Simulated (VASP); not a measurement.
# In (Fd-3m) in VASP: further runs

Runs on In. Level: r2SCAN. Tasks: single point, relaxation of cell and atoms.

Everything below comes from runs of VASP 6.6.1. Logs are shortened: lines on timing, memory, paths and dates and some standing lists are left out, and cuts for length are marked.

## Step 1: The cell of the first run

It takes space group Fd-3m (No. 227, cubic). Conventional cell: a = 6.699 Å, b = 6.699 Å, c = 6.699 Å, α = 90.00°, β = 90.00°, γ = 90.00°. Within 3.8 Å of In (site symmetry -43m) lie 4 In at 2.90 Å.

This isn't the form of In at room conditions, which is tetragonal.

## Step 2: Single point, r2SCAN (37.58 Å³/atom)

Contents of POSCAR:

```
In
1.0
    0.0000000000      3.3496009054      3.3496009054
    3.3496009054      0.0000000000      3.3496009054
    3.3496009054      3.3496009054      0.0000000000
In
2
Direct
    0.1250000000      0.1250000000      0.1250000000
    0.8750000000      0.8750000000      0.8750000000
```

Contents of INCAR.step1:

```
ALGO = Normal ; EDIFF = 1E-4
ENCUT = 520 ; GGA = PE
ISMEAR = -1 ; LASPH = T
LCHARG = F ; LREAL = F
LWAVE = T ; NBANDS = 20
NELM = 80 ; PREC = Accurate
SIGMA = 0.1
```

Contents of INCAR.step2:

```
ALGO = Normal ; EDIFF = 1E-6
ENCUT = 520 ; ISIF = 2
ISMEAR = -1 ; ISTART = 1
LASPH = T ; LCHARG = T
LELF = T ; LMIXTAU = T
LREAL = F ; LVHAR = T
LWAVE = F ; METAGGA = R2SCAN
NBANDS = 20 ; NELM = 80
PREC = Accurate ; SIGMA = 0.1
```

Contents of KPOINTS:

```
k-points
0
Gamma
  9 9 9
```

Potentials or basis: VASP PAW PBE potentials, release 64 (In_d).

Launch:

```sh
$ cat potpaw_PBE.64/In_d/POTCAR > POTCAR
$ cp INCAR.step1 INCAR
$ mpirun -np 1 vasp_std > vasp.out
$ cp INCAR.step2 INCAR
$ mpirun -np 1 vasp_std > vasp.out
```

OUTCAR:

```text
EDIFF = 1E-6
   ENCUT = 520
   ISIF = 2
   ISMEAR = -1
   ISTART = 1
   LASPH = T
   LREAL = F
   METAGGA = R2SCAN
   NELM = 80
   PREC = Accurate

 ion  position               nearest neighbor table
   1  0.125  0.125  0.125-   2 2.90   2 2.90   2 2.90   2 2.90
   2  0.875  0.875  0.875-   1 2.90   1 2.90   1 2.90   1 2.90

  LATTYP: Found a face centered cubic cell.
 ALAT       =     6.6992018108

  Lattice vectors:

 A1 = (   0.0000000000,   3.3496009054,   3.3496009054)
 A2 = (   3.3496009054,   0.0000000000,   3.3496009054)
 A3 = (   3.3496009054,   3.3496009054,   0.0000000000)

Analysis of symmetry for initial positions (statically):
=====================================================================
 Subroutine PRICEL returns:
 Original cell was already a primitive cell.

 Routine SETGRP: Setting up the symmetry group for a
 face centered cubic supercell.

 Subroutine GETGRP returns: Found 48 space group operations
 (whereof 12 operations were pure point group operations)
 out of a pool of 48 trial point group operations.

The static configuration has the point symmetry D_3d.
 The point group associated with its full space group is O_h .

Analysis of symmetry for dynamics (positions and initial velocities):
=====================================================================
 Subroutine PRICEL returns:
 Original cell was already a primitive cell.

 Routine SETGRP: Setting up the symmetry group for a
 face centered cubic supercell.

 Subroutine GETGRP returns: Found 48 space group operations
 (whereof 12 operations were pure point group operations)
 out of a pool of 48 trial point group operations.

The dynamic configuration has the point symmetry D_3d.
 The point group associated with its full space group is O_h .

 Subroutine INISYM returns: Found 48 space group operations
 (whereof 12 operations are pure point group operations),
 and found     1 'primitive' translations

----------------------------------------------------------------------------------------

                                     Primitive cell

  volume of cell :      75.1639

  direct lattice vectors                    reciprocal lattice vectors
     0.000000000  3.349600905  3.349600905    -0.149271514  0.149271514  0.149271514
     3.349600905  0.000000000  3.349600905     0.149271514 -0.149271514  0.149271514
     3.349600905  3.349600905  0.000000000     0.149271514  0.149271514 -0.149271514

  length of vectors
     4.737051029  4.737051029  4.737051029     0.258545847  0.258545847  0.258545847

  position of ions in fractional coordinates (direct lattice)
     0.125000000  0.125000000  0.125000000
     0.875000000  0.875000000  0.875000000

  ion indices of the primitive-cell ions
   primitive index   ion index
                 1           1
                 2           2

----------------------------------------------------------------------------------------

 KPOINTS: k-points

Automatic generation of k-mesh.
 Grid dimensions read from file:
 generate k-points for:    9    9    9

 Generating k-lattice:

  Cartesian coordinates                     Fractional coordinates (reciprocal lattice)
    -0.016585724  0.016585724  0.016585724     0.111111111  0.000000000  0.000000000
     0.016585724 -0.016585724  0.016585724     0.000000000  0.111111111  0.000000000
     0.016585724  0.016585724 -0.016585724     0.000000000  0.000000000  0.111111111

  Length of vectors
     0.028727316  0.028727316  0.028727316

  Shift w.r.t. Gamma in fractional coordinates (k-lattice)
     0.000000000  0.000000000  0.000000000

 Subroutine IBZKPT returns following result:
 ===========================================

 Found     35 irreducible k-points:

 Following reciprocal coordinates:
            Coordinates               Weight
  0.000000  0.000000  0.000000      1.000000
  0.111111  0.000000  0.000000      8.000000
  0.222222  0.000000  0.000000      8.000000
  0.333333  0.000000  0.000000      8.000000
  0.444444  0.000000  0.000000      8.000000
  0.111111  0.111111  0.000000      6.000000
[... 16 lines left out ...]
 -0.333333  0.333333  0.000000     12.000000
  0.444444  0.444444  0.000000      6.000000
 [... further k-points ...]
   k-points           NKPTS =     35   k-points in BZ     NKDIM =     35   number of bands    NBANDS=     20
   number of dos      NEDOS =    301   number of ions     NIONS =      2
   total plane-waves  NPLWV =  46656
   dimension x,y,z NGX =    36 NGY =   36 NGZ =   36
   dimension x,y,z NGXF=    72 NGYF=   72 NGZF=   72
   ions per type =               2
   NGX,Y,Z   is equivalent  to a cutoff of  12.63, 12.63, 12.63 a.u.
   NGXF,Y,Z  is equivalent  to a cutoff of  25.27, 25.27, 25.27 a.u.
 SYSTEM =  unknown system
   PREC   = accura    normal or accurate (medium, high low for compatibility)
   ISTART =      1    job   : 0-new  1-cont  2-samecut
   ICHARG =      0    charge: 1-file 2-atom 10-const
   ISPIN  =      1    spin polarized calculation?
   LNONCOLLINEAR =      F non collinear calculations
   LSORBIT =      F    spin-orbit coupling
   LASPH  =      T    aspherical Exc in radial PAW
   ENCUT  =  520.0 eV  38.22 Ry    6.18 a.u.   8.81  8.81  8.81*2*pi/ulx,y,z
   NELM   =     80;   NELMIN=  2; NELMDL=  0     # of ELM steps
   EDIFF  = 0.1E-05   stopping-criterion for ELM
   LREAL  =      F    real-space projection
   EDIFFG = 0.1E-04   stopping-criterion for IOM
   NSW    =      0    number of steps for IOM
   IBRION =     -1    ionic relax: 0-MD 1-quasi-New 2-CG
   NFREE  =      0    steps in history (QN), initial steepest desc. (CG)
   ISIF   =      2    stress and relaxation
   ISYM   =      2    0-nonsym 1-usesym 2-fastsym
   POTIM  = 0.5000    time-step for ionic-motion
   TEBEG  =    0.0;   TEEND  =   0.0 temperature during run
   PSTRESS=    0.0 pullay stress
   NELECT =      26.0000    total number of electrons
   NUPDOWN=      -1.0000    fix difference up-down
   EMIN   =  10.00;   EMAX   =-10.00  energy-range for DOS
   EFERMI =   0.00;   METHOD = LEGACY
   ISMEAR =    -1;   SIGMA  =   0.10  broadening in eV -4-tet -1-fermi 0-gaus
   EFERMI_NEDOS =   21; number of points for ismear=-14 and -15
   IALGO  =     38    algorithm
   IMIX   =      4    mixing-type and parameters
     AMIX     =   0.40;   BMIX     =  1.00
     AMIX_MAG =   1.60;   BMIX_MAG =  1.00
  volume/ion in A,a.u.               =      37.58       253.62
  Fermi-wavevector in a.u.,A,eV,Ry     =   1.149202  2.171676 17.968728  1.320664
  Thomas-Fermi vector in A             =   2.285873
   LORBIT       =      0    0 simple, 1 ext, 2 COOP (PROOUT), +10 PAW based schemes
   METAGGA = R2SCAN    functional components
   LHFCALC =     F    Hartree Fock is set to
   AEXX    =    0.0000 exact exchange contribution
   IVDW    =     0    specifies the selected vdW correction
   LEPSILON=     F    determine dielectric tensor
   LRPA    =     F    only Hartree local field effects (RPA)
 non-spin polarized calculation
  energy-cutoff  :      520.00
  volume of cell :       75.16
 maximum number of plane-waves:      2085
   NGX = 17   NGY = 17   NGZ = 17

 number of electron      26.0000009 magnetization

 Free energy of the ion-electron system (eV)
  ---------------------------------------------------
  ext. energy  EPLUGINS =         0.00000000
  ---------------------------------------------------
  free energy    TOTEN  =       -44.59628192 eV

  energy without entropy =      -44.54265692  energy(sigma->0) =      -44.56946942

 E-fermi :   3.5757     XC(G=0):  -8.9436

 val. band max:        3.5343143871   @ k =   0.3333   0.3333   0.0000
 cond. band min:       3.5970972573   @ k =   0.4444   0.3333   0.1111
 fundamental gap:      0.0627828702
 Fermi energy:         3.5757385898

 k-point     1 :       0.0000    0.0000    0.0000
  band No.  band energies     occupation
      1     -11.5610      2.00000
      2     -11.5610      2.00000
      3     -11.5610      2.00000
      4     -11.4911      2.00000
      5     -11.4911      2.00000
      6     -11.0743      2.00000
[... 12 lines left out ...]
     19      10.0884      0.00000
     20      13.2166      0.00000

 k-point     2 :       0.1111    0.0000    0.0000
  band No.  band energies     occupation
      1     -11.5747      2.00000
      2     -11.5747      2.00000
      3     -11.5576      2.00000
      4     -11.4715      2.00000
      5     -11.4715      2.00000
      6     -11.0879      2.00000
[... 12 lines left out ...]
     19      10.7743      0.00000
     20      12.2781      0.00000

 k-point     3 :       0.2222    0.0000    0.0000
  band No.  band energies     occupation
      1     -11.5932      2.00000
      2     -11.5932      2.00000
      3     -11.5493      2.00000
      4     -11.4396      2.00000
      5     -11.4396      2.00000
      6     -11.1088      2.00000
[... 12 lines left out ...]
     19      11.2948      0.00000
     20      11.9674      0.00000

 k-point     4 :       0.3333    0.0000    0.0000
  band No.  band energies     occupation
      1     -11.6035      2.00000
      2     -11.6035      2.00000
      3     -11.5397      2.00000
      4     -11.4176      2.00000
      5     -11.4176      2.00000
      6     -11.1209      2.00000
[... 12 lines left out ...]
     19      11.6225      0.00000
     20      12.5578      0.00000

 k-point     5 :       0.4444    0.0000    0.0000
  band No.  band energies     occupation
      1     -11.6069      2.00000
      2     -11.6069      2.00000
      3     -11.5333      2.00000
      4     -11.4090      2.00000
      5     -11.4090      2.00000
      6     -11.1235      2.00000
[... 12 lines left out ...]
     19      13.3219      0.00000
     20      13.7367      0.00000
[... 353 lines left out ...]
      6     -11.2454      2.00000
[... 12 lines left out ...]
     19      14.4132      0.00000
     20      14.8455      0.00000

 k-point    22 :      -0.4444    0.3333    0.0000
  band No.  band energies     occupation
      1     -11.6551      2.00000
      2     -11.6247      2.00000
      3     -11.4759      2.00000
      4     -11.3526      2.00000
      5     -11.3008      2.00000
      6     -11.2519      2.00000
[... 12 lines left out ...]
     19      13.1486      0.00000
     20      13.8506      0.00000

 k-point    23 :      -0.3333    0.3333    0.0000
  band No.  band energies     occupation
      1     -11.6617      2.00000
      2     -11.6282      2.00000
      3     -11.4633      2.00000
      4     -11.3148      2.00000
      5     -11.2955      2.00000
      6     -11.2830      2.00000
[... 12 lines left out ...]
     19      11.4882      0.00000
     20      12.5771      0.00000

 k-point    24 :       0.4444    0.4444    0.0000
  band No.  band energies     occupation
      1     -11.6222      2.00000
      2     -11.6222      2.00000
      3     -11.5086      2.00000
      4     -11.4287      2.00000
      5     -11.2928      2.00000
      6     -11.2111      2.00000
[... 12 lines left out ...]
     19      14.2897      0.00000
     20      15.4769      0.00000

 [... further k-points ...]

------------------------ aborting loop because EDIFF is reached ----------------------------------------

  FORCE on cell =-STRESS in cart. coord.  units (eV):
  Direction    XX          YY          ZZ          XY          YZ          ZX
  --------------------------------------------------------------------------------------
  -------------------------------------------------------------------------------------
  Total       -0.4569174     -0.4569174     -0.4569174      0.0000000      0.0000000     -0.0000000
  in kB       -9.7395536     -9.7395536     -9.7395536      0.0000000      0.0000000     -0.0000000
  external PRESSURE =      -9.7395536 kB  Pullay stress =       0.0000000 kB

 VOLUME and BASIS-vectors are now :
 -----------------------------------------------------------------------------
  energy-cutoff  :      520.00
  volume of cell :       75.16
      direct lattice vectors                 reciprocal lattice vectors
     0.000000000  3.349600905  3.349600905    -0.149271514  0.149271514  0.149271514
     3.349600905  0.000000000  3.349600905     0.149271514 -0.149271514  0.149271514
     3.349600905  3.349600905  0.000000000     0.149271514  0.149271514 -0.149271514

 POSITION                                       TOTAL-FORCE (eV/Angst)
 -----------------------------------------------------------------------------------
      0.83740      0.83740      0.83740         0.000000      0.000000     -0.000000
      5.86180      5.86180      5.86180        -0.000000     -0.000000      0.000000
 -----------------------------------------------------------------------------------
    total drift:                                0.000000      0.000000      0.000000

  FREE ENERGIE OF THE ION-ELECTRON SYSTEM (eV)
  ---------------------------------------------------
  free  energy   TOTEN  =       -44.5962819244 eV

  energy  without entropy=      -44.5426569196  energy(sigma->0) =      -44.56946942
```

It took 2.4 min on 1 thread of Intel Xeon Platinum 8488C (Sapphire Rapids), shared host; peak memory 0.23 GiB.

Results:

```yaml
Free_energy: -44.5963 eV
Pressure: -1.0 GPa
Band_gap_on_the_k_mesh: zero (bands 13 and 14 overlap by 3.17 eV)
```

Levels at points of the mesh, in eV from the Fermi level:
```tsv
k point	band 9	band 10	band 11	band 12	band 13	band 14	band 15	band 16	band 17	band 18
(0.00, 0.00, 0.00)	-14.60	-14.60	-8.23	2.38	2.38	2.38	2.49	4.15	4.15	4.15
```

Caveat: the PAW data sets were made with another functional, which shifts forces and pressure a little; spin-orbit coupling is left out, which moves the levels of the heavy elements.

(Part 1 of 2 ends here.)
